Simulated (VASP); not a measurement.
# BaMg2H3 (P-3m1) in VASP: notebook, part 2 of 2

VASP 6.6.1.

**3. Relaxation of cell and atoms, PBE**

This run uses another cell than the first one, of 15.82 Å³/atom, 0.990 times its volume.

Input file INCAR:

```
SYSTEM = BaMg2H3
PREC = Accurate
ENCUT = 600
EDIFF = 1E-7
ISMEAR = 0
SIGMA = 0.1
LREAL = .False.
LASPH = .True.
NELM = 100
ALGO = Normal
ISIF = 3
LWAVE = .False.
LCHARG = .False.
GGA = PE
IBRION = 2
NSW = 100
EDIFFG = -0.01
```

Input file KPOINTS:

```
regular mesh
0
Gamma
  12 12 6
  0 0 0
```

Input file POSCAR:

```
BaMg2H3
1.0
    3.6489189774      0.0000000000      0.0000000000
   -1.8244594887      3.1600565308      0.0000000000
    0.0000000000      0.0000000000      8.2305056490
Ba Mg H
1 2 3
Direct
    0.0000000000      0.0000000000      0.0000000000
    0.3333333333      0.6666666667      0.3571663803
    0.6666666667      0.3333333333      0.6428336197
    0.3333333333      0.6666666667      0.7720547915
    0.6666666667      0.3333333333      0.2279452085
    0.0000000000      0.0000000000      0.5000000000
```

Potentials or basis: VASP PAW PBE potentials, release 64 (Ba_sv, Mg, H).

On the command line:

```sh
$ cat potpaw_PBE.64/Ba_sv/POTCAR potpaw_PBE.64/Mg/POTCAR potpaw_PBE.64/H/POTCAR > POTCAR
$ mpirun -np 1 vasp_std > vasp.out
```

OUTCAR:

```text
SYSTEM = BaMg2H3
   PREC = Accurate
   ENCUT = 600
   EDIFF = 1E-7
   ISMEAR = 0
   LREAL = .False.
   LASPH = .True.
   NELM = 100
   ISIF = 3
   GGA = PE
   IBRION = 2
   NSW = 100
   EDIFFG = -0.01

 ion  position               nearest neighbor table
   1  0.000  0.000  0.000-   2 3.62   3 3.62   3 3.62   2 3.62   3 3.62   2 3.62
   2  0.333  0.667  0.357-   3 3.16   3 3.16   3 3.16   1 3.62   1 3.62   1 3.62
   3  0.667  0.333  0.643-   2 3.16   2 3.16   2 3.16   1 3.62   1 3.62   1 3.62
   4  0.333  0.667  0.772-
   5  0.667  0.333  0.228-
   6  0.000  0.000  0.500-

  LATTYP: Found a hexagonal cell.
 ALAT       =     3.6489189774
 C/A-ratio  =     2.2556010972

  Lattice vectors:

 A1 = (   3.6489189774,   0.0000000000,   0.0000000000)
 A2 = (  -1.8244594887,   3.1600565308,   0.0000000000)
 A3 = (   0.0000000000,   0.0000000000,   8.2305056490)

Analysis of symmetry for initial positions (statically):
=====================================================================
 Subroutine PRICEL returns:
 Original cell was already a primitive cell.

 Routine SETGRP: Setting up the symmetry group for a
 hexagonal supercell.

 Subroutine GETGRP returns: Found 12 space group operations
 (whereof 12 operations were pure point group operations)
 out of a pool of 24 trial point group operations.

The static configuration has the point symmetry D_3d.

Analysis of symmetry for dynamics (positions and initial velocities):
=====================================================================
 Subroutine PRICEL returns:
 Original cell was already a primitive cell.

 Routine SETGRP: Setting up the symmetry group for a
 hexagonal supercell.

 Subroutine GETGRP returns: Found 12 space group operations
 (whereof 12 operations were pure point group operations)
 out of a pool of 24 trial point group operations.

[... 148 lines left out ...]
--------------------------------------- Ionic step        1  -------------------------------------------

 number of electron      16.9999999 magnetization

 Free energy of the ion-electron system (eV)
  ---------------------------------------------------
  ext. energy  EPLUGINS =         0.00000000
  ---------------------------------------------------
  free energy    TOTEN  =       -14.35692974 eV

  energy without entropy =      -14.34377341  energy(sigma->0) =      -14.35035157

------------------------ aborting loop because EDIFF is reached ----------------------------------------

  FORCE on cell =-STRESS in cart. coord.  units (eV):
  Direction    XX          YY          ZZ          XY          YZ          ZX
  --------------------------------------------------------------------------------------
  -------------------------------------------------------------------------------------
  Total        0.3507622      0.3507622     -0.0999021      0.0000000      0.0000000      0.0000000
  in kB        5.9215817      5.9215817     -1.6865507      0.0000000      0.0000000      0.0000000
  external PRESSURE =       3.3855376 kB  Pullay stress =       0.0000000 kB
[... 147 lines left out ...]
--------------------------------------- Ionic step        5  -------------------------------------------

 number of electron      17.0000000 magnetization

 Free energy of the ion-electron system (eV)
  ---------------------------------------------------
  ext. energy  EPLUGINS =         0.00000000
  ---------------------------------------------------
  free energy    TOTEN  =       -14.36316616 eV

  energy without entropy =      -14.35006737  energy(sigma->0) =      -14.35661676

 E-fermi :   3.1860     XC(G=0):  -8.8645

 val. band max:        3.1782859699   @ k =   0.1667   0.0000   0.3333
 cond. band min:       3.1867336490   @ k =  -0.0833   0.5000   0.3333
 fundamental gap:      0.0084476791
 Fermi energy:         3.1859565623

 k-point     1 :       0.0000    0.0000    0.0000
  band No.  band energies     occupation
      1     -25.2565      2.00000
      2     -10.7752      2.00000
      3      -9.6043      2.00000
      4      -9.6043      2.00000
      5      -4.9462      2.00000
      6      -2.0906      2.00000
      7      -1.3929      2.00000
      8       2.9463      1.99930
      9       5.5227      0.00000
     10       5.5227      0.00000
     11       5.6962      0.00000
     12       6.7587      0.00000
[... 331 lines left out ...]
 k-point    24 :       0.0000    0.1667    0.1667
  band No.  band energies     occupation
      1     -25.1938      2.00000
      2     -10.6681      2.00000
      3     -10.1262      2.00000
      4      -9.7118      2.00000
      5      -4.4981      2.00000
      6      -2.2418      2.00000
      7      -0.7857      2.00000
      8       3.2666      0.25432
      9       4.4009      0.00000
     10       5.1373      0.00000
     11       5.3287      0.00000
     12       6.2808      0.00000

 [... further k-points ...]

------------------------ aborting loop because EDIFF is reached ----------------------------------------

  FORCE on cell =-STRESS in cart. coord.  units (eV):
  Direction    XX          YY          ZZ          XY          YZ          ZX
  --------------------------------------------------------------------------------------
  -------------------------------------------------------------------------------------
  Total        0.0363116      0.0363116     -0.0031525      0.0000000      0.0000000      0.0000000
  in kB        0.6044065      0.6044065     -0.0524733      0.0000000      0.0000000      0.0000000
  external PRESSURE =       0.3854465 kB  Pullay stress =       0.0000000 kB
[... 21 lines left out ...]
  FREE ENERGIE OF THE ION-ELECTRON SYSTEM (eV)
  ---------------------------------------------------
  free  energy   TOTEN  =       -14.3631661628 eV

  energy  without entropy=      -14.3500673662  energy(sigma->0) =      -14.35661676

 reached required accuracy - stopping structural energy minimisation
```

It took 9 min on 1 thread of Intel Xeon Platinum 8259CL at 2.50GHz (Skylake/Cascade Lake), shared host; peak memory 0.4 GiB.

What came out:

* Free energy: -14.3632 eV
* Relaxed volume: 16.04 Å³/atom
* Relaxed cell: a = 3.698 Å, b = 3.698 Å, c = 8.128 Å, α = 90.00°, β = 90.00°, γ = 120.00°
* Space group after relaxing (to 0.05 Å): P-3m1 (No. 164)
* Energy gained by relaxing: 1.0 meV/atom
* Ionic steps: 5
* Pressure after relaxing: 0.0 GPa
* Largest force after relaxing: 0.007 eV/Å

Forces in eV/Å, atoms in the order of the input:
```
Ba   0.000  0.000  0.000
Mg   0.000  0.000  0.001
Mg   0.000  0.000 -0.001
H    0.000  0.000  0.007
H    0.000  0.000 -0.007
H    0.000  0.000  0.000
```

The path:
```tsv
step	energy change (eV)	largest force (eV/Å)	pressure (GPa)	volume (Å³)
1	0.0000	0.0388	0.34	94.90
2	-0.0020	0.0292	0.20	95.36
3	-0.0047	0.0157	-0.21	96.75
4	-0.0058	0.0086	-0.09	96.51
5	-0.0062	0.0072	0.04	96.26
```

Final structure:
```
CELL_PARAMETERS angstrom
3.69800 0.00000 0.00000
-1.84900 3.20256 0.00000
0.00000 0.00000 8.12760
ATOMIC_POSITIONS crystal
Ba 0.00000 0.00000 0.00000
Mg 0.33333 0.66667 0.35826
Mg 0.66667 0.33333 0.64174
H 0.33333 0.66667 0.77087
H 0.66667 0.33333 0.22912
H 0.00000 0.00000 0.50000
```

Levels at points of the mesh, in eV from the Fermi level:
```
           k point  band 7  band 8  band 9  band 10  band 11  band 12
(0.00, 0.00, 0.00)   -4.58   -0.24    2.34     2.34     2.51     3.57
(0.50, 0.00, 0.00)   -4.54   -1.53   -1.13     0.84     0.99     2.80
(0.00, 0.00, 0.50)   -3.47   -0.87    2.34     2.34     3.59     4.01
(0.50, 0.00, 0.50)   -3.76   -2.17   -0.75     0.02     1.00     2.56
```

Caveat: spin-orbit coupling is left out, which moves the levels of the heavy elements.

**4. Single point, PBE**

This run uses another cell than the first one, of 16.31 Å³/atom, 1.021 times its volume.

Input file INCAR:

```
PREC = Accurate
ENCUT = 520
EDIFF = 1E-6
ISMEAR = 0
SIGMA = 0.1
LREAL = False
LASPH = True
NELM = 100
ALGO = Normal
ISIF = 2
LWAVE = False
LCHARG = True
GGA = PE
LELF = True
LVHAR = True
NBANDS = 18
```

Input file KPOINTS:

```
Automatic mesh
0
Gamma
  6 6 2
```

Input file POSCAR:

```
BaMg2H3
1.0
    3.5944968400      0.0000000000      0.0000000000
   -1.7972484200      3.1129255700      0.0000000000
    0.0000000000      0.0000000000      8.7431047000
Ba Mg H
1 2 3
Direct
    0.0000000000      0.0000000000      0.0000000000
    0.3333333300      0.6666666700      0.3738907100
    0.6666666700      0.3333333300      0.6261092900
    0.3333333300      0.6666666700      0.7522185800
    0.6666666700      0.3333333300      0.2477814200
    0.0000000000      0.0000000000      0.5000000000
```

On the command line:

```sh
$ cat potpaw_PBE.64/Ba_sv/POTCAR potpaw_PBE.64/Mg/POTCAR potpaw_PBE.64/H/POTCAR > POTCAR
$ mpirun -np 1 vasp_std > vasp.out
```

It took 36 s on 1 thread of Intel Xeon Platinum 8259CL at 2.50GHz (Skylake/Cascade Lake), shared host; peak memory 0.22 GiB.

It converged, with:

```
Free energy   : -14.2040 eV
Pressure      : -0.8 GPa
Largest force : 0.495 eV/Å
```

Forces in eV/Å, atoms in the order of the input:
```
Ba   0.000  0.000  0.000
Mg   0.000  0.000 -0.495
Mg   0.000  0.000  0.495
H    0.000  0.000  0.124
H    0.000  0.000 -0.124
H    0.000  0.000  0.000
```

Stress tensor (GPa, compression positive):
```
-0.10  0.00  0.00
 0.00 -0.10  0.00
 0.00  0.00 -2.30
```

Levels at points of the mesh, in eV from the Fermi level:
```
           k point  band 5  band 6  band 7  band 8  band 9  band 10  band 11  band 12  band 13  band 14
(0.00, 0.00, 0.00)   -8.44   -5.74   -4.75   -0.69    2.38     2.38     2.40     3.49     5.23     5.28
(0.50, 0.00, 0.00)   -5.74   -4.68   -4.51   -1.42   -1.20     0.46     0.63     2.04     3.51     3.83
(0.00, 0.00, 0.50)   -8.27   -6.46   -3.92   -1.06    2.38     2.38     2.40     4.17     4.53     5.30
(0.50, 0.00, 0.50)   -5.65   -5.14   -3.90   -1.97   -0.96    -0.28     0.99     3.14     3.30     4.06
```

Caveat: spin-orbit coupling is left out, which moves the levels of the heavy elements.

**5. Single point, PBE**

This run uses another cell than the first one, of 15.82 Å³/atom, 0.990 times its volume.

Input file INCAR:

```
SYSTEM = BaMg2H3
ALGO     = Normal         ! electronic algorithm
EDIFF    = 1E-6           ! SCF threshold, eV
ENCUT    = 520            ! plane-wave cutoff, eV
GGA      = PE             ! functional
ISIF     = 2              ! what is computed and relaxed
ISMEAR   = 0              ! smearing method
LASPH    = .True.         ! aspherical terms in the spheres
LCHARG   = .False.        ! write CHGCAR
LREAL    = .False.        ! projectors in reciprocal space
LWAVE    = .False.        ! write WAVECAR
NBANDS   = 18             ! bands
NELM     = 100            ! most SCF steps
PREC     = Accurate       ! precision mode
SIGMA    = 0.1            ! smearing width, eV
```

Input file KPOINTS:

```
k-points
0
Gamma
  6 6 2
  0 0 0
```

Input file POSCAR:

```
BaMg2H3
1.0
    3.6489189774      0.0000000000      0.0000000000
   -1.8244594887      3.1600565308      0.0000000000
    0.0000000000      0.0000000000      8.2305056490
Ba Mg H
1 2 3
Direct
    0.0000000000      0.0000000000      0.0000000000
    0.3333333333      0.6666666667      0.3571663803
    0.6666666667      0.3333333333      0.6428336197
    0.3333333333      0.6666666667      0.7720547915
    0.6666666667      0.3333333333      0.2279452085
    0.0000000000      0.0000000000      0.5000000000
```

On the command line:

```sh
$ cat potpaw_PBE.64/Ba_sv/POTCAR potpaw_PBE.64/Mg/POTCAR potpaw_PBE.64/H/POTCAR > POTCAR
$ mpirun -np 1 vasp_std > vasp.out
```

Run time: 31 s. Hardware: 1 thread of Intel Xeon Platinum 8259CL at 2.50GHz (Skylake/Cascade Lake), shared host; peak memory 0.22 GiB.

The run converged. Its results:

* Free energy: -14.3322 eV
* Pressure: 0.3 GPa
* Largest force: 0.026 eV/Å

Forces on the atoms (eV/Å):
```
Ba   0.000  0.000  0.000
Mg   0.000  0.000  0.023
Mg   0.000  0.000 -0.023
H    0.000  0.000 -0.026
H    0.000  0.000  0.026
H    0.000  0.000  0.000
```

Levels at points of the mesh, in eV from the Fermi level:
| k point | band 4 | band 5 | band 6 | band 7 | band 8 | band 9 | band 10 | band 11 | band 12 | band 13 |
| --- | --- | --- | --- | --- | --- | --- | --- | --- | --- | --- |
| (0.00, 0.00, 0.00) | -12.67 | -8.19 | -5.37 | -4.69 | -0.29 | 2.39 | 2.42 | 2.42 | 3.78 | 5.06 |
| (0.50, 0.00, 0.00) | -13.12 | -5.61 | -4.67 | -4.53 | -1.52 | -1.12 | 0.81 | 0.90 | 2.79 | 3.12 |
| (0.00, 0.00, 0.50) | -12.67 | -7.88 | -6.45 | -3.59 | -0.87 | 2.42 | 2.42 | 3.30 | 4.21 | 4.49 |
| (0.50, 0.00, 0.50) | -13.12 | -5.39 | -5.31 | -3.80 | -2.12 | -0.79 | -0.04 | 1.06 | 2.77 | 4.25 |

Caveat: the k points lie up to 0.38 Å⁻¹ apart; spin-orbit coupling is left out, which moves the levels of the heavy elements.

**6. Relaxation of cell and atoms, PBE**

This run uses another cell than the first one, of 16.31 Å³/atom, 1.021 times its volume.

Input file INCAR:

```
PREC = Accurate
ENCUT = 600
EDIFF = 1E-7
ISMEAR = 0
SIGMA = 0.1
LREAL = False
LASPH = True
NELM = 100
ALGO = Normal
ISIF = 3
LWAVE = False
LCHARG = False
GGA = PE
IBRION = 2
NSW = 90
EDIFFG = -0.04
```

Input file KPOINTS:

```
Automatic mesh
0
Gamma
  6 6 2
```

Input file POSCAR:

```
BaMg2H3
1.0
    3.5944968400      0.0000000000      0.0000000000
   -1.7972484200      3.1129255700      0.0000000000
    0.0000000000      0.0000000000      8.7431047000
Ba Mg H
1 2 3
Direct
    0.0000000000      0.0000000000      0.0000000000
    0.3333333300      0.6666666700      0.3738907100
    0.6666666700      0.3333333300      0.6261092900
    0.3333333300      0.6666666700      0.7522185800
    0.6666666700      0.3333333300      0.2477814200
    0.0000000000      0.0000000000      0.5000000000
```

Potentials or basis: VASP PAW PBE potentials, release 64 (Ba_sv, Mg, H).

On the command line:

```sh
$ cat potpaw_PBE.64/Ba_sv/POTCAR potpaw_PBE.64/Mg/POTCAR potpaw_PBE.64/H/POTCAR > POTCAR
$ mpirun -np 1 vasp_std > vasp.out
```

It took 2.9 min on 1 thread of Intel Xeon Platinum 8259CL at 2.50GHz (Skylake/Cascade Lake), shared host; peak memory 0.27 GiB.

The run converged. Its results:

| Item | Value |
| --- | --- |
| Free energy | -14.3342 eV |
| Relaxed volume | 15.93 Å³/atom |
| Relaxed cell | a = 3.657 Å, b = 3.657 Å, c = 8.250 Å, α = 90.00°, β = 90.00°, γ = 120.00° |
| Space group after relaxing (to 0.05 Å) | P-3m1 (No. 164) |
| Energy gained by relaxing | 21.6 meV/atom |
| Ionic steps | 8 |
| Pressure after relaxing | 0.0 GPa |
| Largest force after relaxing | 0.028 eV/Å |

Forces on the atoms (eV/Å):
```
Ba   0.000  0.000  0.000
Mg   0.000  0.000 -0.005
Mg   0.000  0.000  0.005
H    0.000  0.000  0.028
H    0.000  0.000 -0.028
H    0.000  0.000  0.000
```

The path:
```csv
step,energy change (eV),largest force (eV/Å),pressure (GPa),volume (Å³)
1,0.0000,0.4951,-0.80,97.83
2,-0.0367,0.4044,-0.52,96.67
3,-0.0971,0.1559,0.65,93.21
4,-0.0991,0.1585,1.01,92.34
5,-0.1126,0.1475,0.35,94.05
6,-0.1160,0.1404,-0.17,95.55
7,-0.1211,0.1120,-0.13,95.56
8,-0.1293,0.0275,0.05,95.57
```

Final structure:
```xyz
6
Lattice="3.6573 0.0000 0.0000 -1.8287 3.1673 0.0000 0.0000 0.0000 8.2505" Properties=species:S:1:pos:R:3 pbc="T T T"
Ba    3.6573    0.0000    0.0000
Mg    0.0000    2.1116    2.9564
Mg    1.8287    1.0558    5.2941
H     0.0000    2.1116    6.3378
H     1.8287    1.0558    1.9127
H     3.6573    0.0000    4.1252
```

Levels at points of the mesh, in eV from the Fermi level:
```
           k point  band 6  band 7  band 8  band 9  band 10  band 11
(0.00, 0.00, 0.00)   -5.40   -4.64   -0.32    2.40     2.40     2.50
(0.50, 0.00, 0.00)   -4.63   -4.56   -1.50   -1.10     0.82     0.88
(0.00, 0.00, 0.50)   -6.43   -3.57   -0.88    2.40     2.40     3.34
(0.50, 0.00, 0.50)   -5.29   -3.81   -2.10   -0.77    -0.04     1.04
```

Caveat: spin-orbit coupling is left out, which moves the levels of the heavy elements.

**7. Overview**

| task | cell | k mesh | cutoff (eV) | gap on the mesh (eV) | pressure (GPa) | relaxed volume (Å³/atom) | largest force (eV/Å) |
| --- | --- | --- | --- | --- | --- | --- | --- |
| single point | a = 3.703, b = 3.703, c = 8.074 Å, angles 90.0, 90.0, 120.0°, 6 atoms | 12 × 12 × 6 | 520 | none | 0.3 | - | 0.03 |
| relaxation of cell and atoms | relaxed from a = 3.649, b = 3.649, c = 8.231 Å, angles 90.0, 90.0, 120.0°, 6 atoms | 12 × 12 × 6 | 600 | none | 0.0 | 16.04 | 0.01 |
| single point | a = 3.594, b = 3.594, c = 8.743 Å, angles 90.0, 90.0, 120.0°, 6 atoms | 6 × 6 × 2 | 520 | none | -0.8 | - | 0.50 |
| single point | a = 3.649, b = 3.649, c = 8.231 Å, angles 90.0, 90.0, 120.0°, 6 atoms | 6 × 6 × 2 | 520 | none | 0.3 | - | 0.03 |
| relaxation of cell and atoms | relaxed from a = 3.594, b = 3.594, c = 8.743 Å, angles 90.0, 90.0, 120.0°, 6 atoms | 6 × 6 × 2 | 600 | none | 0.0 | 15.93 | 0.03 |

Alike in all rows: level PBE; potentials or basis VASP PAW PBE potentials, release 64 (Ba_sv, Mg, H); no spin polarisation; smearing gaussian 0.1 eV.

Caveats: some runs use coarse meshes; spin-orbit coupling is left out, which moves the levels of the heavy elements.

Total energies depend on the potentials used, so only differences within one code and one set of settings carry meaning.
